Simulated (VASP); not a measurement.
# Be4S (P-43m) in VASP: a series of runs

Be4S is run at these levels: PBE; tasks: relaxation of cell and atoms, single point.

All numbers are computed with VASP 6.6.1; they aren't measurements. Logs are shortened: lines on timing, memory, paths and dates and some standing lists are left out, and cuts for length are marked.

### 1 The cell of the first run

It takes space group P-43m (No. 215, cubic). The conventional cell has a = 3.696 Å, b = 3.696 Å, c = 3.696 Å, α = 90.00°, β = 90.00°, γ = 90.00°. Be (site symmetry 3m) has 3 Be at 1.92 Å and 1 S at 2.02 Å within 2.5 Å. Within 2.7 Å of S (site symmetry -43m) lie 4 Be at 2.02 Å.

The cell was built from a structure type or drawn by symmetry, and may not be a known phase.

### 2 Relaxation of cell and atoms, PBE

Input file INCAR:

```
SYSTEM = Be4S
  ALGO = Normal
  EDIFF = 1E-7
  EDIFFG = -0.04
  ENCUT = 600
  GGA = PE
  IBRION = 2
  ISIF = 3
  ISMEAR = 0
  LASPH = .True.
  LCHARG = .False.
  LREAL = .False.
  LWAVE = .False.
  NELM = 60
  NSW = 90
  PREC = Accurate
  SIGMA = 0.1
```

Input file KPOINTS:

```
k-points
0
Gamma
  6 6 6
  0 0 0
```

Input file POSCAR:

```
Be4S
1.0
    3.6959690900      0.0000000000      0.0000000000
    0.0000000000      3.6959690900      0.0000000000
    0.0000000000      0.0000000000      3.6959690900
Be S
4 1
Direct
    0.8161040900      0.8161040900      0.8161040900
    0.1838959100      0.1838959100      0.8161040900
    0.1838959100      0.8161040900      0.1838959100
    0.8161040900      0.1838959100      0.1838959100
    0.5000000000      0.5000000000      0.5000000000
```

Potentials or basis: VASP PAW PBE potentials, release 64 (Be, S).

Launch:

```sh
cat potpaw_PBE.64/Be/POTCAR potpaw_PBE.64/S/POTCAR > POTCAR
mpirun -np 1 vasp_std > vasp.out
```

OUTCAR:

```text
SYSTEM = Be4S
   EDIFF = 1E-7
   EDIFFG = -0.04
   ENCUT = 600
   GGA = PE
   IBRION = 2
   ISIF = 3
   ISMEAR = 0
   LASPH = .True.
   LREAL = .False.
   NELM = 60
   NSW = 90
   PREC = Accurate

 ion  position               nearest neighbor table
   1  0.816  0.816  0.816-   2 1.92   3 1.92   4 1.92   5 2.02
   2  0.184  0.184  0.816-   1 1.92   3 1.92   4 1.92   5 2.02
   3  0.184  0.816  0.184-   1 1.92   2 1.92   4 1.92   5 2.02
   4  0.816  0.184  0.184-   1 1.92   2 1.92   3 1.92   5 2.02
   5  0.500  0.500  0.500-   1 2.02   2 2.02   3 2.02   4 2.02

  LATTYP: Found a simple cubic cell.
 ALAT       =     3.6959690900

  Lattice vectors:

 A1 = (   3.6959690900,   0.0000000000,   0.0000000000)
 A2 = (   0.0000000000,   3.6959690900,   0.0000000000)
 A3 = (   0.0000000000,   0.0000000000,   3.6959690900)

Analysis of symmetry for initial positions (statically):
=====================================================================
 Subroutine PRICEL returns:
 Original cell was already a primitive cell.

 Routine SETGRP: Setting up the symmetry group for a
 simple cubic supercell.

 Subroutine GETGRP returns: Found 24 space group operations
 (whereof 24 operations were pure point group operations)
 out of a pool of 48 trial point group operations.

The static configuration has the point symmetry T_d .

Analysis of symmetry for dynamics (positions and initial velocities):
=====================================================================
 Subroutine PRICEL returns:
 Original cell was already a primitive cell.

 Routine SETGRP: Setting up the symmetry group for a
 simple cubic supercell.

 Subroutine GETGRP returns: Found 24 space group operations
 (whereof 24 operations were pure point group operations)
 out of a pool of 48 trial point group operations.

The dynamic configuration has the point symmetry T_d .

 Subroutine INISYM returns: Found 24 space group operations
 (whereof 24 operations are pure point group operations),
 and found     1 'primitive' translations

----------------------------------------------------------------------------------------

                                     Primitive cell

  volume of cell :      50.4876

  direct lattice vectors                    reciprocal lattice vectors
     3.695969090  0.000000000  0.000000000     0.270565033  0.000000000  0.000000000
     0.000000000  3.695969090  0.000000000     0.000000000  0.270565033  0.000000000
     0.000000000  0.000000000  3.695969090     0.000000000  0.000000000  0.270565033

  length of vectors
     3.695969090  3.695969090  3.695969090     0.270565033  0.270565033  0.270565033

  position of ions in fractional coordinates (direct lattice)
     0.816104090  0.816104090  0.816104090
     0.183895910  0.183895910  0.816104090
     0.183895910  0.816104090  0.183895910
     0.816104090  0.183895910  0.183895910
     0.500000000  0.500000000  0.500000000

  ion indices of the primitive-cell ions
   primitive index   ion index
                 1           1
                 2           2
                 3           3
                 4           4
                 5           5

----------------------------------------------------------------------------------------

 KPOINTS: k-points

Automatic generation of k-mesh.
 Grid dimensions read from file:
 generate k-points for:    6    6    6

 Generating k-lattice:

  Cartesian coordinates                     Fractional coordinates (reciprocal lattice)
     0.045094172  0.000000000  0.000000000     0.166666667  0.000000000  0.000000000
     0.000000000  0.045094172  0.000000000     0.000000000  0.166666667  0.000000000
     0.000000000  0.000000000  0.045094172     0.000000000  0.000000000  0.166666667

  Length of vectors
     0.045094172  0.045094172  0.045094172

  Shift w.r.t. Gamma in fractional coordinates (k-lattice)
     0.000000000  0.000000000  0.000000000

 Subroutine IBZKPT returns following result:
 ===========================================

 Found     20 irreducible k-points:

 Following reciprocal coordinates:
            Coordinates               Weight
  0.000000  0.000000  0.000000      1.000000
  0.166667  0.000000  0.000000      6.000000
  0.333333  0.000000  0.000000      6.000000
  0.500000  0.000000  0.000000      3.000000
  0.166667  0.166667  0.000000     12.000000
  0.333333  0.166667  0.000000     24.000000
[... 12 lines left out ...]
  0.500000  0.500000  0.333333      6.000000
  0.500000  0.500000  0.500000      1.000000
   k-points           NKPTS =     20   k-points in BZ     NKDIM =     20   number of bands    NBANDS=     11
   number of dos      NEDOS =    301   number of ions     NIONS =      5
   total plane-waves  NPLWV =  27000
   dimension x,y,z NGX =    30 NGY =   30 NGZ =   30
   dimension x,y,z NGXF=    60 NGYF=   60 NGZF=   60
   ions per type =               4   1
   NGX,Y,Z   is equivalent  to a cutoff of  13.49, 13.49, 13.49 a.u.
   NGXF,Y,Z  is equivalent  to a cutoff of  26.99, 26.99, 26.99 a.u.
 SYSTEM =  Be4S
   PREC   = accura    normal or accurate (medium, high low for compatibility)
   ISTART =      0    job   : 0-new  1-cont  2-samecut
   ICHARG =      2    charge: 1-file 2-atom 10-const
   ISPIN  =      1    spin polarized calculation?
   LNONCOLLINEAR =      F non collinear calculations
   LSORBIT =      F    spin-orbit coupling
   LASPH  =      T    aspherical Exc in radial PAW
   ENCUT  =  600.0 eV  44.10 Ry    6.64 a.u.   7.38  7.38  7.38*2*pi/ulx,y,z
   NELM   =     60;   NELMIN=  2; NELMDL= -5     # of ELM steps
   EDIFF  = 0.1E-06   stopping-criterion for ELM
   LREAL  =      F    real-space projection
   EDIFFG = -.4E-01   stopping-criterion for IOM
   NSW    =     90    number of steps for IOM
   IBRION =      2    ionic relax: 0-MD 1-quasi-New 2-CG
   NFREE  =      1    steps in history (QN), initial steepest desc. (CG)
   ISIF   =      3    stress and relaxation
   ISYM   =      2    0-nonsym 1-usesym 2-fastsym
   POTIM  = 0.5000    time-step for ionic-motion
   TEBEG  =    0.0;   TEEND  =   0.0 temperature during run
   PSTRESS=    0.0 pullay stress
   NELECT =      14.0000    total number of electrons
   NUPDOWN=      -1.0000    fix difference up-down
   EMIN   =  10.00;   EMAX   =-10.00  energy-range for DOS
   EFERMI =   0.00;   METHOD = LEGACY
   ISMEAR =     0;   SIGMA  =   0.10  broadening in eV -4-tet -1-fermi 0-gaus
   EFERMI_NEDOS =   21; number of points for ismear=-14 and -15
   IALGO  =     38    algorithm
   IMIX   =      4    mixing-type and parameters
     AMIX     =   0.40;   BMIX     =  1.00
     AMIX_MAG =   1.60;   BMIX_MAG =  1.00
  volume/ion in A,a.u.               =      10.10        68.14
  Fermi-wavevector in a.u.,A,eV,Ry     =   1.067552  2.017381 15.506125  1.139668
  Thomas-Fermi vector in A             =   2.203172
   LORBIT       =      0    0 simple, 1 ext, 2 COOP (PROOUT), +10 PAW based schemes
   GGA     = PE    functional components
   LHFCALC =     F    Hartree Fock is set to
   AEXX    =    0.0000 exact exchange contribution
   IVDW    =     0    specifies the selected vdW correction
   LEPSILON=     F    determine dielectric tensor
   LRPA    =     F    only Hartree local field effects (RPA)
 conjugate gradient relaxation of ions
 non-spin polarized calculation
 Gauss-broadening in eV      SIGMA  =   0.10
  energy-cutoff  :      600.00
  volume of cell :       50.49
 maximum number of plane-waves:      1743
 NGX is ok and might be reduce to    30
   NGX = 15   NGY = 15   NGZ = 15

--------------------------------------- Ionic step        1  -------------------------------------------

 number of electron      14.0000001 magnetization

 Free energy of the ion-electron system (eV)
  ---------------------------------------------------
  ext. energy  EPLUGINS =         0.00000000
  ---------------------------------------------------
  free energy    TOTEN  =       -17.22927573 eV

  energy without entropy =      -17.21998505  energy(sigma->0) =      -17.22463039

------------------------ aborting loop because EDIFF is reached ----------------------------------------

  FORCE on cell =-STRESS in cart. coord.  units (eV):
  Direction    XX          YY          ZZ          XY          YZ          ZX
  --------------------------------------------------------------------------------------
  -------------------------------------------------------------------------------------
  Total        4.9512497      4.9512497      4.9512497      0.0000000     -0.0000000      0.0000000
  in kB      157.1232381    157.1232381    157.1232381      0.0000000     -0.0000000      0.0000000
  external PRESSURE =     157.1232381 kB  Pullay stress =       0.0000000 kB
[... 63 lines left out ...]
  energy  without entropy=      -17.9293045290  energy(sigma->0) =      -17.93303018

--------------------------------------- Ionic step        3  -------------------------------------------

 number of electron      13.9999998 magnetization

 E-fermi :   5.3998     XC(G=0): -10.0483

 val. band max:        5.3353117261   @ k =   0.5000   0.1667   0.0000
 cond. band min:       5.4921748951   @ k =   0.3333   0.3333   0.3333
 fundamental gap:      0.1568631690
 Fermi energy:         5.3997849495

 k-point     1 :       0.0000    0.0000    0.0000
  band No.  band energies     occupation
      1      -9.4908      2.00000
      2      -0.5537      2.00000
      3       0.9445      2.00000
      4       0.9445      2.00000
      5       0.9445      2.00000
      6       4.1255      2.00000
      7       4.1255      2.00000
      8       9.1276      0.00000
      9       9.1276      0.00000
     10       9.1276      0.00000
     11       9.5141      0.00000
[... 300 lines left out ...]
  energy  without entropy=      -18.0099616395  energy(sigma->0) =      -18.01341161

--------------------------------------- Ionic step        4  -------------------------------------------

 number of electron      13.9999998 magnetization

 Free energy of the ion-electron system (eV)
  ---------------------------------------------------
  ext. energy  EPLUGINS =         0.00000000
  ---------------------------------------------------
  free energy    TOTEN  =       -18.03839450 eV

  energy without entropy =      -18.02934940  energy(sigma->0) =      -18.03387195

 E-fermi :   5.1335     XC(G=0):  -9.9322

 val. band max:        5.0734318277   @ k =   0.5000   0.1667   0.0000
 cond. band min:       5.1822995887   @ k =   0.3333   0.3333   0.3333
 fundamental gap:      0.1088677610
 Fermi energy:         5.1335442331

 k-point     1 :       0.0000    0.0000    0.0000
  band No.  band energies     occupation
      1      -9.5689      2.00000
      2      -0.8164      2.00000
      3       0.7715      2.00000
      4       0.7715      2.00000
      5       0.7715      2.00000
      6       3.9654      2.00000
      7       3.9654      2.00000
      8       8.7107      0.00000
      9       8.7107      0.00000
     10       8.7107      0.00000
     11       8.9563      0.00000
[... 296 lines left out ...]
  FREE ENERGIE OF THE ION-ELECTRON SYSTEM (eV)
  ---------------------------------------------------
  free  energy   TOTEN  =       -18.0383945010 eV

  energy  without entropy=      -18.0293494012  energy(sigma->0) =      -18.03387195

 reached required accuracy - stopping structural energy minimisation
```

Wall time 27 s (1 thread of AMD EPYC 9R45 (Zen 5), shared host); peak memory 0.13 GiB.

What came out:

| Quantity | Value |
| --- | --- |
| Free energy | -18.0384 eV |
| Relaxed volume | 11.56 Å³/atom |
| Relaxed cell | a = 3.866 Å, b = 3.866 Å, c = 3.866 Å, α = 90.00°, β = 90.00°, γ = 90.00° |
| Space group after relaxing (to 0.1 Å) | P-43m (No. 215) |
| Energy gained by relaxing | 161.8 meV/atom |
| Ionic steps | 4 |
| Pressure after relaxing | -0.2 GPa |
| Largest force after relaxing | 0.008 eV/Å |
| Band gap on the k mesh | zero (bands 7 and 8 overlap by 3.40 eV) |

Forces on the atoms (eV/Å):
```
Be  -0.005 -0.005 -0.005
Be   0.005  0.005 -0.005
Be   0.005 -0.005  0.005
Be  -0.005  0.005  0.005
S    0.000  0.000  0.000
```

Step by step:
```
step  energy change (eV)  largest force (eV/Å)  pressure (GPa)  volume (Å³)
   1              0.0000                2.9725           15.71        50.49
   2             -0.7075                1.0221            0.74        58.07
   3             -0.7876                0.2797            3.16        55.91
   4             -0.8091                0.0078           -0.24        57.78
```

Final structure:
```cif
data_structure
_symmetry_space_group_name_H-M 'P 1'
_symmetry_Int_Tables_number 1
_cell_length_a 3.8659
_cell_length_b 3.8659
_cell_length_c 3.8659
_cell_angle_alpha 90.000
_cell_angle_beta 90.000
_cell_angle_gamma 90.000
_cell_volume 57.78
loop_
_atom_site_label
_atom_site_type_symbol
_atom_site_fract_x
_atom_site_fract_y
_atom_site_fract_z
_atom_site_occupancy
Be1 Be 0.80109 0.80109 0.80109 1
Be2 Be 0.19891 0.19891 0.80109 1
Be3 Be 0.19891 0.80109 0.19891 1
Be4 Be 0.80109 0.19891 0.19891 1
S1 S 0.50000 0.50000 0.50000 1
```

[end of part 1 of 2]
